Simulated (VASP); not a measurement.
Input of a VASP 6.6.1 run:

The input INCAR:

```
  PREC = Accurate
  ENCUT = 520
  EDIFF = 1E-7
  ISMEAR = -1
  SIGMA = 0.02
  LREAL = F
  LASPH = T
  NELM = 60
  ALGO = Normal
  ISIF = 2
  LWAVE = F
  LCHARG = F
  GGA = PE
  NBANDS = 26
```

KPOINTS

```
Automatic mesh
0
Gamma
  4 4 4
```

File POSCAR:

```
Ga2SbP
1.0
    4.0926218747      0.0000000000      0.0000000000
    0.0000000000      4.0926218747      0.0000000000
    0.0000000000      0.0000000000      5.8034925813
P Ga Sb
1 2 1
Direct
    0.0000000000      0.0000000000      0.0000000000
    0.0000000000      0.5000000000      0.7759653733
    0.5000000000      0.0000000000      0.2240346267
    0.5000000000      0.5000000000      0.5000000000
```

Potentials or basis: VASP PAW PBE potentials, release 64 (P, Ga_d, Sb).

Run with:

```bash
$ cat potpaw_PBE.64/P/POTCAR potpaw_PBE.64/Ga_d/POTCAR potpaw_PBE.64/Sb/POTCAR > POTCAR
$ mpirun -np 1 vasp_std > vasp.out
```

Problem. Predict the band gap on the k mesh.

Solution. 0.13 eV, direct.

Problem. Predict the largest force.

Solution. 0.066 eV/Å.

Forces on the atoms (eV/Å):
```
P    0.000  0.000  0.000
Ga   0.000  0.000  0.066
Ga   0.000  0.000 -0.066
Sb   0.000  0.000  0.000
```

Caveat: spin-orbit coupling is left out, which moves the levels of the heavy elements. A k mesh can miss the band edges.
